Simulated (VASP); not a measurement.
Crystal: BeS.

```
Be S
1.0
     0.00000    2.42000    2.42000
     2.42000    0.00000    2.42000
     2.42000    2.42000    0.00000
Be S
1 1
Direct
  0.00000 0.00000 0.00000
  0.25000 0.25000 0.25000
```

```yaml
Program: VASP 6.6.1
Task: relaxation of cell and atoms
Functional: LDA
Potentials_or_basis: VASP PAW LDA potentials, release 64 (Be, S)
Cutoff: 600 eV
k_mesh: 8 × 8 × 8
Occupations: gaussian, width 0.02 eV
Spin: no spin polarisation
```

At the start: pressure -2.6 GPa; volume 14.17 Å³/atom.

Problem. How do energy, volume and symmetry change on relaxing?

Solution. Over 3 steps the energy falls by 3.0 meV/atom and the volume is 13.80 Å³/atom (-2.6 %); space group F-43m (No. 216, to 0.1 Å) before and after.

Step by step:
```tsv
step	energy change (eV)	largest force (eV/Å)	pressure (GPa)	volume (Å³)
1	0.0000	0.0000	-2.58	28.34
2	-0.0057	0.0000	0.68	27.42
3	-0.0061	0.0000	0.00	27.60
```

Final structure:
```
Be S
1.0
     0.00000    2.39866    2.39866
     2.39866    0.00000    2.39866
     2.39866    2.39866    0.00000
Be S
1 1
Direct
  0.00000 0.00000 0.00000
  0.25000 0.25000 0.25000
```
